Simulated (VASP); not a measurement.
A run of VASP 6.6.1 is set up as follows.

The input POSCAR:

```
MgO
1.0
    0.0000000000      2.1021674158      2.1021674158
    2.1021674158      0.0000000000      2.1021674158
    2.1021674158      2.1021674158      0.0000000000
Mg O
1 1
Direct
    0.0000000000      0.0000000000      0.0000000000
    0.5000000000      0.5000000000      0.5000000000
```

File INCAR.step1:

```
SYSTEM = MgO
PREC = Accurate
ENCUT = 500
EDIFF = 1E-5
ISMEAR = 0
SIGMA = 0.02
LREAL = .FALSE.
LASPH = .TRUE.
NELM = 80
ALGO = Normal
ISIF = 2
LWAVE = .TRUE.
LCHARG = .FALSE.
GGA = PE
```

INCAR.step2

```
SYSTEM = MgO
PREC = Accurate
ENCUT = 500
EDIFF = 1E-8
ISMEAR = 0
SIGMA = 0.01
LREAL = .FALSE.
LASPH = .TRUE.
NELM = 80
ALGO = Normal
LWAVE = .TRUE.
LCHARG = .FALSE.
GGA = PE
LHFCALC = .TRUE.
HFSCREEN = 0.2
PRECFOCK = Fast
ISTART = 1
```

The input INCAR.step3:

```
SYSTEM = MgO
PREC = Accurate
ENCUT = 500
EDIFF = 1E-8
ISMEAR = 0
SIGMA = 0.01
LREAL = .FALSE.
LASPH = .TRUE.
NELM = 1
ALGO = Exact
LWAVE = .TRUE.
LCHARG = .FALSE.
GGA = PE
LHFCALC = .TRUE.
HFSCREEN = 0.2
PRECFOCK = Fast
ISTART = 1
NBANDS = 124
LOPTICS = .TRUE.
```

The input INCAR.step4:

```
SYSTEM = MgO
PREC = Accurate
ENCUT = 500
EDIFF = 1E-8
ISMEAR = 0
SIGMA = 0.01
LREAL = .FALSE.
LASPH = .TRUE.
ALGO = EVGW0
LWAVE = .FALSE.
LCHARG = .FALSE.
GGA = PE
LHFCALC = .TRUE.
HFSCREEN = 0.2
PRECFOCK = Fast
ISTART = 1
NELMGW = 1
NBANDS = 124
ENCUTGW = 150.0
NOMEGA = 96
NBANDSGW = 12
OMEGAMAX = 30
```

File KPOINTS:

```
Automatic mesh
0
G
  4 4 4
  0 0 0
```

Potentials or basis: VASP PAW PBE potentials, release 64 (Mg_GW, O_GW).

Run with:

```sh
$ cat potpaw_PBE.64/Mg_GW/POTCAR potpaw_PBE.64/O_GW/POTCAR > POTCAR
$ cp INCAR.step1 INCAR
$ mpirun -np 1 vasp_std > vasp.out
$ cp INCAR.step2 INCAR
$ mpirun -np 1 vasp_std > vasp.out
$ cp INCAR.step3 INCAR
$ mpirun -np 1 vasp_std > vasp.out
$ cp INCAR.step4 INCAR
$ mpirun -np 1 vasp_std > vasp.out
```

Problem. Predict the quasiparticle gap.

Solution. 8.19 eV.

Problem. Estimate the least direct quasiparticle gap.

Solution. 8.19 eV.

Problem. What does it give for the band gap of the starting levels on the mesh?

Solution. 6.54 eV.

Problem. Estimate the least direct gap of the starting levels on the mesh.

Solution. 6.54 eV.

Caveat: the k points lie up to 0.65 Å⁻¹ apart; bands, screening cutoff and mesh are small and nothing is extrapolated, so the quasiparticle values aren't converged.
